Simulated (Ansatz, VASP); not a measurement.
Mn3Zn in VASP and in Ansatz

The input INCAR:

```
SYSTEM = Mn3Zn
PREC     = Accurate       ! precision mode
ENCUT    = 520            ! plane-wave cutoff, eV
EDIFF    = 1E-7           ! SCF threshold, eV
ISMEAR   = -1             ! smearing method
SIGMA    = 0.05           ! smearing width, eV
LREAL    = .FALSE.        ! projectors in reciprocal space
LASPH    = .TRUE.         ! aspherical terms in the spheres
NELM     = 100            ! most SCF steps
ALGO     = Normal         ! electronic algorithm
ISIF     = 2              ! what is computed and relaxed
LWAVE    = .FALSE.        ! write WAVECAR
LCHARG   = .FALSE.        ! write CHGCAR
ISPIN    = 2              ! spin polarisation
MAGMOM   = 0 4 4 4        ! initial moments
LORBIT   = 11             ! projections on sites
LMAXMIX  = 4              ! l up to which the mixer works
GGA      = PE             ! functional
NBANDS   = 38             ! bands
```

KPOINTS

```
Automatic mesh
0
G
  11 11 11
  0 0 0
```

Contents of POSCAR:

```
Mn3Zn
1.0
   -1.7544100000      1.7544100000      3.8217990000
    1.7544100000     -1.7544100000      3.8217990000
    1.7544100000      1.7544100000     -3.8217990000
Zn Mn
1 3
Direct
    0.0000000000      0.0000000000      0.0000000000
    0.5000000000      0.5000000000      0.0000000000
    0.2500000000      0.7500000000      0.5000000000
    0.7500000000      0.2500000000      0.5000000000
```

input.yaml

```yaml
crystal:
  lattice:
    - [-1.75441, 1.75441, 3.821799]
    - [1.75441, -1.75441, 3.821799]
    - [1.75441, 1.75441, -3.821799]
  atoms:
    - { symbol: Zn, position: [0.0, 0.0, 0.0] }
    - { symbol: Mn, position: [0.5, 0.5, 0.0], spin: 4.0 }
    - { symbol: Mn, position: [0.25, 0.75, 0.5], spin: 4.0 }
    - { symbol: Mn, position: [0.75, 0.25, 0.5], spin: 4.0 }
hamiltonian:
  xc: pbe
  pseudopotentials: { kind: paw }
magnetization:
  spin_polarized: true
kpoints:
  mp_grid: { grid: [11, 11, 11] }
scf:
  occupations: { method: fermi_dirac, width: 0.05 }
output:
  forces: true
  stress: true
  eigenvalues: true
```

Alike in both runs: task single point; functional PBE; k mesh 11 × 11 × 11; occupations fermi-dirac, width 0.05 eV; collinear spin, ferromagnetic start.

```csv
,VASP,Ansatz
version,VASP 6.6.1,Ansatz 0.2.0
potentials or method,"VASP PAW PBE potentials, release 64 (Zn, Mn_pv)",Ansatz PAW
plane-wave cutoff (eV),520,420
valence electrons in the cell,51,57
```

|  | VASP | Ansatz | Ansatz less VASP |
| --- | --- | --- | --- |
| gap on the k mesh at the Fermi level (eV) | none | none | - |
| pressure (GPa) | -1.0 | 7.6 | +8.58 |
| traceless stress, the component that is largest in VASP (GPa) | -0.33 | 0.12 | +0.451 |
| net moment per atom (μB) | 0.91 | 0.45 | -0.459 |
| size of the moment on the site where the two differ most (μB) | 1.09 | 2.25 | +1.155 |

The net moments are unlike, so the other rows may belong to different states. Site moments also hang on the region over which each program counts them. A gap of «none» marks a metal or a gap that the smearing closes. VASP's potentials hold 51 valence electrons a cell and Ansatz's 57, so a difference there can come from the potentials and not from the codes.
